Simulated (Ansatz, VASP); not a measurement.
**NaTiO2: VASP beside Ansatz**

```xyz
4
Lattice="1.5066 0.8698 5.3990 -1.5066 0.8698 5.3990 0.0000 -1.7397 5.3990" Properties=species:S:1:pos:R:3 pbc="T T T"
Na    0.0000    0.0000    0.0000
Ti    0.0000    0.0000    8.0986
O     0.0000    0.0000   12.3714
O     0.0000    0.0000    3.8257
```

Alike in both runs: task single point; functional LDA; k mesh 10 × 10 × 10; occupations fermi-dirac, width 0.03 eV; collinear spin.

|  | VASP | Ansatz |
| --- | --- | --- |
| version | VASP 6.6.1 | Ansatz 0.2.0 |
| potentials or method | VASP PAW LDA potentials, release 64 (Na_pv, Ti_sv, O), cutoff 520 eV | all-electron LAPW, scalar-relativistic |

VASP gave:

* pressure (GPa): -9.1
* traceless stress, the component that is largest in VASP (GPa): 4.49
* rms of the force components (eV/Å): 0.058
* net moment per atom (μB): 0.00

What did Ansatz give for the same quantities?

Pressure (GPa): -9.6; traceless stress, the component that is largest in VASP (GPa): 4.60; rms of the force components (eV/Å): 0.077; net moment per atom (μB): 0.00.

LDA's correlation is that of Perdew and Zunger in VASP and of Perdew and Wang (1992) in Ansatz. Atom by atom the forces differ by 0.019 eV/Å (rms over components). Ansatz ran all-electron here, and VASP with PAW potentials. Ansatz's warnings: seeded moment not kept.
